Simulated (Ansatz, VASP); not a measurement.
## One calculation of CuO, two programs

```xyz
4
Lattice="2.0172 -2.1819 0.0000 2.0172 2.1819 0.0000 0.0000 0.0000 5.2238" Properties=species:S:1:pos:R:3 pbc="T T T"
Cu    1.0086   -1.0909    0.0000
Cu    1.0086    1.0909    2.6119
O     2.0172    0.0000    1.3059
O     2.0172    0.0000    3.9178
```

Alike in both runs: task single point; functional LDA; k mesh 9 × 9 × 5; occupations fermi-dirac, width 0.05 eV; no spin polarisation.

|  | VASP | Ansatz |
| --- | --- | --- |
| version | VASP 6.6.1 | Ansatz 0.2.0 |
| potentials or method | VASP PAW LDA potentials, release 64 (Cu, O) | Ansatz PAW |
| plane-wave cutoff (eV) | 520 | 420 |
| valence electrons in the cell | 34 | 50 |

```tsv
	VASP	Ansatz	Ansatz less VASP
gap on the k mesh at the Fermi level (eV)	none	none	-
pressure (GPa)	-16.3	-17.0	-0.72
traceless stress, the component that is largest in VASP (GPa)	-3.85	-4.09	-0.239
```

LDA's correlation is that of Perdew and Zunger in VASP and of Perdew and Wang (1992) in Ansatz. A gap of «none» marks a metal or a gap that the smearing closes. VASP's potentials hold 34 valence electrons a cell and Ansatz's 50, so a difference there can come from the potentials and not from the codes.
